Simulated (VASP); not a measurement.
# Ir (Fm-3m) in VASP: single point with PBE

Aim: the single point of Ir with PBE.

Program: VASP 6.6.1. These are calculated values, not measurements. Logs are shortened: lines on timing, memory, paths and dates and some standing lists are left out, and cuts for length are marked.

## Step 1: The cell of the first run

The structure is cubic, space group Fm-3m (No. 225). Conventional cell: a = 3.870 Å, b = 3.870 Å, c = 3.870 Å, α = 90.00°, β = 90.00°, γ = 90.00°. Within 3.6 Å of Ir (site symmetry m-3m) lie 12 Ir at 2.74 Å.

## Step 2: Single point, PBE

The input, INCAR:

```
  PREC = Accurate
  ENCUT = 520
  EDIFF = 1E-7
  ISMEAR = 1
  SIGMA = 0.1
  LREAL = Auto
  LASPH = True
  NELM = 60
  ALGO = Normal
  ISIF = 2
  LWAVE = False
  LCHARG = False
  GGA = PE
  NBANDS = 86
```

The input, KPOINTS:

```
regular mesh
0
Gamma
  6 6 6
```

The input, POSCAR:

```
Ir
1.0
   -3.8700194534      3.8700194534      3.8700194534
    3.8700194534     -3.8700194534      3.8700194534
    3.8700194534      3.8700194534     -3.8700194534
Ir
16
Direct
    0.0000000000      0.0000000000      0.0000000000
    0.0000000000      0.2500000000      0.7500000000
    0.0000000000      0.5000000000      0.5000000000
    0.0000000000      0.7500000000      0.2500000000
    0.2500000000      0.0000000000      0.7500000000
    0.2500000000      0.2500000000      0.5000000000
    0.2500000000      0.5000000000      0.2500000000
    0.2500000000      0.7500000000      0.0000000000
    0.5000000000      0.0000000000      0.5000000000
    0.5000000000      0.2500000000      0.2500000000
    0.5000000000      0.5000000000      0.0000000000
    0.5000000000      0.7500000000      0.7500000000
    0.7500000000      0.0000000000      0.2500000000
    0.7500000000      0.2500000000      0.0000000000
    0.7500000000      0.5000000000      0.7500000000
    0.7500000000      0.7500000000      0.5000000000
```

Potentials or basis: VASP PAW PBE potentials, release 64 (Ir).

The run is started by

```
$ cat potpaw_PBE.64/Ir/POTCAR > POTCAR
$ mpirun -np 1 vasp_std > vasp.out
```

OUTCAR:

```text
PREC = Accurate
   ENCUT = 520
   EDIFF = 1E-7
   ISMEAR = 1
   LREAL = Auto
   LASPH = True
   NELM = 60
   ISIF = 2
   GGA = PE

 ion  position               nearest neighbor table
   1  0.000  0.000  0.000-   2 2.74   4 2.74   5 2.74   6 2.74   8 2.74  13 2.74  14 2.74  16 2.74
                            10 2.74   7 2.74  15 2.74  12 2.74
   2  0.000  0.250  0.750-   1 2.74   3 2.74   5 2.74   6 2.74   7 2.74  14 2.74  15 2.74  13 2.74
                            11 2.74   8 2.74  16 2.74   9 2.74
   3  0.000  0.500  0.500-   2 2.74   4 2.74   6 2.74   7 2.74   8 2.74  15 2.74  16 2.74  14 2.74
                            12 2.74   5 2.74  13 2.74  10 2.74
   4  0.000  0.750  0.250-   1 2.74   3 2.74   5 2.74   7 2.74   8 2.74  13 2.74  16 2.74  15 2.74
                             9 2.74   6 2.74  14 2.74  11 2.74
   5  0.250  0.000  0.750-   1 2.74   2 2.74   6 2.74   8 2.74   9 2.74  10 2.74  12 2.74   4 2.74
                            14 2.74  11 2.74   3 2.74  16 2.74
   6  0.250  0.250  0.500-   2 2.74   3 2.74   5 2.74   7 2.74   9 2.74  10 2.74  11 2.74   1 2.74
                            15 2.74  12 2.74   4 2.74  13 2.74
   7  0.250  0.500  0.250-   3 2.74   4 2.74   6 2.74   8 2.74  10 2.74  11 2.74  12 2.74   2 2.74
                            16 2.74   9 2.74   1 2.74  14 2.74
   8  0.250  0.750  0.000-   1 2.74   4 2.74   5 2.74   7 2.74   9 2.74  11 2.74  12 2.74   3 2.74
                            13 2.74  10 2.74   2 2.74  15 2.74
   9  0.500  0.000  0.500-   5 2.74   6 2.74  10 2.74  12 2.74  13 2.74  14 2.74  16 2.74   8 2.74
                             2 2.74  15 2.74   7 2.74   4 2.74
  10  0.500  0.250  0.250-   6 2.74   7 2.74   9 2.74  11 2.74  13 2.74  14 2.74  15 2.74   5 2.74
                            16 2.74   3 2.74   8 2.74   1 2.74
  11  0.500  0.500  0.000-   7 2.74   8 2.74  10 2.74  12 2.74  14 2.74  15 2.74  16 2.74   6 2.74
                             4 2.74  13 2.74   5 2.74   2 2.74
  12  0.500  0.750  0.750-   5 2.74   8 2.74   9 2.74  11 2.74  13 2.74  15 2.74  16 2.74   7 2.74
                            14 2.74   1 2.74   6 2.74   3 2.74
  13  0.750  0.000  0.250-   1 2.74   2 2.74   4 2.74   9 2.74  10 2.74  14 2.74  16 2.74  12 2.74
                             6 2.74   3 2.74  11 2.74   8 2.74
  14  0.750  0.250  0.000-   1 2.74   2 2.74   3 2.74  10 2.74  11 2.74  13 2.74  15 2.74   9 2.74
                             7 2.74   4 2.74  12 2.74   5 2.74
  15  0.750  0.500  0.750-   2 2.74   3 2.74   4 2.74  11 2.74  12 2.74  14 2.74  16 2.74  10 2.74
                             8 2.74   1 2.74   9 2.74   6 2.74
  16  0.750  0.750  0.500-   1 2.74   3 2.74   4 2.74   9 2.74  12 2.74  13 2.74  15 2.74  11 2.74
                             5 2.74   2 2.74  10 2.74   7 2.74

  LATTYP: Found a body centered cubic cell.
 ALAT       =     7.7400389068

  Lattice vectors:

 A1 = (  -3.8700194534,   3.8700194534,   3.8700194534)
 A2 = (   3.8700194534,  -3.8700194534,   3.8700194534)
 A3 = (   3.8700194534,   3.8700194534,  -3.8700194534)

Analysis of symmetry for initial positions (statically):
=====================================================================
 Subroutine PRICEL returns following result:

  LATTYP: Found a face centered cubic cell.
 ALAT       =     3.8700194534

  Lattice vectors:

 A1 = (   1.9350097267,  -1.9350097267,   0.0000000000)
 A2 = (   0.0000000000,  -1.9350097267,  -1.9350097267)
 A3 = (   1.9350097267,  -0.0000000000,  -1.9350097267)

  16 primitive cells build up your supercell.

 Routine SETGRP: Setting up the symmetry group for a
 body centered cubic supercell.

 Subroutine GETGRP returns: Found 48 space group operations
 (whereof 48 operations were pure point group operations)
 out of a pool of 48 trial point group operations.

The static configuration has the point symmetry O_h .

Analysis of symmetry for dynamics (positions and initial velocities):
=====================================================================
 Subroutine PRICEL returns following result:

  LATTYP: Found a face centered cubic cell.
 ALAT       =     3.8700194534

  Lattice vectors:

 A1 = (   1.9350097267,  -1.9350097267,   0.0000000000)
 A2 = (   0.0000000000,  -1.9350097267,  -1.9350097267)
 A3 = (   1.9350097267,  -0.0000000000,  -1.9350097267)

  16 primitive cells build up your supercell.

 Routine SETGRP: Setting up the symmetry group for a
 body centered cubic supercell.

 Subroutine GETGRP returns: Found 48 space group operations
 (whereof 48 operations were pure point group operations)
 out of a pool of 48 trial point group operations.

The dynamic configuration has the point symmetry O_h .

 Subroutine INISYM returns: Found 48 space group operations
 (whereof 48 operations are pure point group operations),
 and found    16 'primitive' translations

----------------------------------------------------------------------------------------

                                     Primitive cell

  volume of cell :      14.4904

  direct lattice vectors                    reciprocal lattice vectors
     1.935009727 -1.935009727  0.000000000     0.258396634 -0.258396634  0.258396634
     0.000000000 -1.935009727 -1.935009727    -0.258396634 -0.258396634 -0.258396634
     1.935009727 -0.000000000 -1.935009727     0.258396634  0.258396634 -0.258396634

  length of vectors
     2.736516999  2.736516999  2.736516999     0.447556098  0.447556098  0.447556098

  position of ions in fractional coordinates (direct lattice)
     0.000000000  0.000000000  0.000000000

  ion indices of the primitive-cell ions
   primitive index   ion index
                 1           1

----------------------------------------------------------------------------------------

 KPOINTS: regular mesh

Automatic generation of k-mesh.
 Grid dimensions read from file:
 generate k-points for:    6    6    6

 Generating k-lattice:

  Cartesian coordinates                     Fractional coordinates (reciprocal lattice)
     0.000000000  0.021533053  0.021533053     0.166666667  0.000000000  0.000000000
     0.021533053  0.000000000  0.021533053     0.000000000  0.166666667  0.000000000
     0.021533053  0.021533053  0.000000000     0.000000000  0.000000000  0.166666667

  Length of vectors
     0.030452335  0.030452335  0.030452335

  Shift w.r.t. Gamma in fractional coordinates (k-lattice)
     0.000000000  0.000000000  0.000000000

 Subroutine IBZKPT returns following result:
 ===========================================

 Found     16 irreducible k-points:

 Following reciprocal coordinates:
            Coordinates               Weight
  0.000000  0.000000  0.000000      1.000000
  0.166667  0.000000  0.000000     12.000000
  0.333333  0.000000  0.000000     12.000000
  0.500000  0.000000  0.000000      6.000000
  0.166667  0.166667  0.000000     24.000000
  0.333333  0.166667  0.000000     48.000000
[... 8 lines left out ...]
  0.500000  0.500000  0.333333     12.000000
  0.500000  0.500000  0.500000      1.000000
   k-points           NKPTS =     16   k-points in BZ     NKDIM =     16   number of bands    NBANDS=     86
   number of dos      NEDOS =    301   number of ions     NIONS =     16
   total plane-waves  NPLWV = 125000
   dimension x,y,z NGX =    50 NGY =   50 NGZ =   50
   dimension x,y,z NGXF=   100 NGYF=  100 NGZF=  100
   ions per type =              16
   NGX,Y,Z   is equivalent  to a cutoff of  12.40, 12.40, 12.40 a.u.
   NGXF,Y,Z  is equivalent  to a cutoff of  24.80, 24.80, 24.80 a.u.
 SYSTEM =  unknown system
   PREC   = accura    normal or accurate (medium, high low for compatibility)
   ISTART =      0    job   : 0-new  1-cont  2-samecut
   ICHARG =      2    charge: 1-file 2-atom 10-const
   ISPIN  =      1    spin polarized calculation?
   LNONCOLLINEAR =      F non collinear calculations
   LSORBIT =      F    spin-orbit coupling
   LASPH  =      T    aspherical Exc in radial PAW
   ENCUT  =  520.0 eV  38.22 Ry    6.18 a.u.  12.46 12.46 12.46*2*pi/ulx,y,z
   NELM   =     60;   NELMIN=  2; NELMDL= -5     # of ELM steps
   EDIFF  = 0.1E-06   stopping-criterion for ELM
   LREAL  =      T    real-space projection
   EDIFFG = 0.1E-05   stopping-criterion for IOM
   NSW    =      0    number of steps for IOM
   IBRION =     -1    ionic relax: 0-MD 1-quasi-New 2-CG
   NFREE  =      0    steps in history (QN), initial steepest desc. (CG)
   ISIF   =      2    stress and relaxation
   ISYM   =      2    0-nonsym 1-usesym 2-fastsym
   POTIM  = 0.5000    time-step for ionic-motion
   TEBEG  =    0.0;   TEEND  =   0.0 temperature during run
   PSTRESS=    0.0 pullay stress
   NELECT =     144.0000    total number of electrons
   NUPDOWN=      -1.0000    fix difference up-down
   EMIN   =  10.00;   EMAX   =-10.00  energy-range for DOS
   EFERMI =   0.00;   METHOD = LEGACY
   ISMEAR =     1;   SIGMA  =   0.10  broadening in eV -4-tet -1-fermi 0-gaus
   EFERMI_NEDOS =   21; number of points for ismear=-14 and -15
   IALGO  =     38    algorithm
   IMIX   =      4    mixing-type and parameters
     AMIX     =   0.40;   BMIX     =  1.00
     AMIX_MAG =   1.60;   BMIX_MAG =  1.00
  volume/ion in A,a.u.               =      14.49        97.79
  Fermi-wavevector in a.u.,A,eV,Ry     =   1.396784  2.639539 26.545034  1.951005
  Thomas-Fermi vector in A             =   2.520104
   LORBIT       =      0    0 simple, 1 ext, 2 COOP (PROOUT), +10 PAW based schemes
   GGA     = PE    functional components
   LHFCALC =     F    Hartree Fock is set to
   AEXX    =    0.0000 exact exchange contribution
   IVDW    =     0    specifies the selected vdW correction
   LEPSILON=     F    determine dielectric tensor
   LRPA    =     F    only Hartree local field effects (RPA)
 non-spin polarized calculation
 Methfessel and Paxton  Order N= 1 SIGMA  =   0.10
  energy-cutoff  :      520.00
  volume of cell :      231.85
 maximum number of plane-waves:      6339
 NGX is ok and might be reduce to    50
   NGX = 25   NGY = 25   NGZ = 25

 number of electron     144.0000023 magnetization

 Free energy of the ion-electron system (eV)
  ---------------------------------------------------
  ext. energy  EPLUGINS =         0.00000000
  ---------------------------------------------------
  free energy    TOTEN  =      -141.57939454 eV

  energy without entropy =     -141.58666819  energy(sigma->0) =     -141.58181909

 E-fermi :  10.0412     XC(G=0): -13.8451

 val. band max:       10.0384785016   @ k =   0.1667   0.0000   0.0000
 cond. band min:      10.0425991358   @ k =   0.3333   0.1667   0.0000
 fundamental gap:      0.0041206342
 Fermi energy:        10.0412452832

 k-point     1 :       0.0000    0.0000    0.0000
  band No.  band energies     occupation
      1      -0.8687      2.00000
      2       2.3557      2.00000
      3       2.3557      2.00000
      4       2.3557      2.00000
      5       2.9158      2.00000
      6       2.9158      2.00000
[... 76 lines left out ...]
     83      11.6991     -0.00000
     84      11.6991     -0.00000

 k-point     2 :       0.1667    0.0000    0.0000
  band No.  band energies     occupation
      1      -0.6681      2.00000
      2       2.4774      2.00000
      3       2.4774      2.00000
      4       2.5040      2.00000
      5       2.9509      2.00000
      6       3.0270      2.00000
[... 1207 lines left out ...]
     83      11.0966     -0.00000
     84      11.0971     -0.00000

 k-point    16 :       0.5000    0.5000    0.5000
  band No.  band energies     occupation
      1       2.0527      2.00000
      2       2.0527      2.00000
      3       2.0527      2.00000
      4       2.0527      2.00000
      5       2.0527      2.00000
      6       2.0527      2.00000
[... 76 lines left out ...]
     83      10.8519     -0.00000
     84      10.8519     -0.00000
 [bands above 84 left out]

------------------------ aborting loop because EDIFF is reached ----------------------------------------

  FORCE on cell =-STRESS in cart. coord.  units (eV):
  Direction    XX          YY          ZZ          XY          YZ          ZX
  --------------------------------------------------------------------------------------
  -------------------------------------------------------------------------------------
  Total        0.9526301      0.9526301      0.9526301     -0.0000000      0.0000000     -0.0000000
  in kB        6.5831758      6.5831758      6.5831758     -0.0000000      0.0000000     -0.0000000
  external PRESSURE =       6.5831758 kB  Pullay stress =       0.0000000 kB

 VOLUME and BASIS-vectors are now :
 -----------------------------------------------------------------------------
  energy-cutoff  :      520.00
  volume of cell :      231.85
      direct lattice vectors                 reciprocal lattice vectors
    -3.870019453  3.870019453  3.870019453     0.000000000  0.129198317  0.129198317
     3.870019453 -3.870019453  3.870019453     0.129198317  0.000000000  0.129198317
     3.870019453  3.870019453 -3.870019453     0.129198317  0.129198317  0.000000000

 POSITION                                       TOTAL-FORCE (eV/Angst)
 -----------------------------------------------------------------------------------
      0.00000      0.00000      0.00000         0.000000      0.000000      0.000000
      3.87002      1.93501     -1.93501        -0.000000      0.000000     -0.000000
      3.87002      0.00000      0.00000        -0.000000     -0.000000      0.000000
      3.87002     -1.93501      1.93501         0.000000     -0.000000      0.000000
      1.93501      3.87002     -1.93501        -0.000000      0.000000     -0.000000
      1.93501      1.93501      0.00000         0.000000     -0.000000      0.000000
[... 8 lines left out ...]
      1.93501      3.87002      1.93501         0.000000      0.000000      0.000000
      1.93501      1.93501      3.87002        -0.000000      0.000000     -0.000000
 -----------------------------------------------------------------------------------
    total drift:                               -0.000000      0.000000     -0.000000

  FREE ENERGIE OF THE ION-ELECTRON SYSTEM (eV)
  ---------------------------------------------------
  free  energy   TOTEN  =      -141.5793945369 eV

  energy  without entropy=     -141.5866681878  energy(sigma->0) =     -141.58181909
```

It took 13 min on 1 thread of Intel Xeon Platinum 8259CL at 2.50GHz (Skylake/Cascade Lake), shared host; peak memory 0.47 GiB.

What came out:

```
Free energy            : -141.5794 eV
Pressure               : 0.7 GPa
Band gap on the k mesh : zero (bands 72 and 73 overlap by 0.56 eV)
```

Caveat: spin-orbit coupling is left out, which moves the levels of the heavy elements.
